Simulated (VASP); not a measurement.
Write the native input for VASP 6.6.1 that does the following.

```yaml
Task: single point
Functional: PBEsol
Potentials_or_basis: VASP PAW PBE potentials, release 64 (O, H, Na_pv, Br)
Cutoff: 520 eV
k_mesh: 1 × 1 × 1
Occupations: fermi-dirac, width 0.05 eV
Spin: no spin polarisation
Dipole_correction: no
Further_INCAR_settings: ALGO = Normal; EDIFF = 1e-06; NBANDS = 36
```

The structure of NaH8BrO4 lies in POSCAR:

```
NaH8BrO4
1.0
    5.9739610000      0.0000000000      0.0000000000
    0.0000000000      5.9739610000      0.0000000000
    0.0000000000      0.0000000000      5.9739610000
O H Na Br
4 8 1 1
Direct
    0.0091731432      0.8576219363      0.7934099335
    0.5551090809      0.7216819795      0.4827617723
    0.9191389097      0.4733542787      0.4266850754
    0.3970564923      0.1531647093      0.6605500103
    0.0680118267      0.7665935549      0.9224532936
    0.0262974599      0.9996550028      0.8208791453
    0.4335481936      0.6687522734      0.3958512618
    0.6048750569      0.5696220648      0.5218480670
    1.0443489671      0.4375321499      0.3407621844
    1.0020654638      0.4447300543      0.5884035734
    0.3587067274      0.2651841885      0.7721510067
    0.2977254120      0.0387682477      0.6661744193
    0.7066333376      0.0906266378      0.3952486466
    0.2207580532      0.5155875641      0.0258287592
```

One way to write it, as run:

INCAR

```
SYSTEM = NaH8BrO4
  PREC = Accurate
  ENCUT = 520
  EDIFF = 1E-6
  ISMEAR = -1
  SIGMA = 0.05
  LREAL = .FALSE.
  LASPH = .TRUE.
  NELM = 120
  ALGO = Normal
  ISIF = 2
  LWAVE = .FALSE.
  LCHARG = .FALSE.
  GGA = PS
  NBANDS = 36
  GGA_COMPAT = .FALSE.
```

KPOINTS

```
regular mesh
0
G
  1 1 1
  0 0 0
```

Potentials or basis: VASP PAW PBE potentials, release 64 (O, H, Na_pv, Br).

Launch:

```sh
$ cat potpaw_PBE.64/O/POTCAR potpaw_PBE.64/H/POTCAR potpaw_PBE.64/Na_pv/POTCAR potpaw_PBE.64/Br/POTCAR > POTCAR
$ mpirun -np 1 vasp_gam > vasp.out
```

It gave:

```json
{
  "Pressure": "3.6 GPa",
  "Largest force": "7.647 eV/Å"
}
```

Caveat: the k points lie up to 1.05 Å⁻¹ apart; the PAW data sets were made with another functional, which shifts forces and pressure a little.

It took 41 s on 1 thread of Intel Xeon 8259CL, on a shared host, peak memory 0.3 GiB.
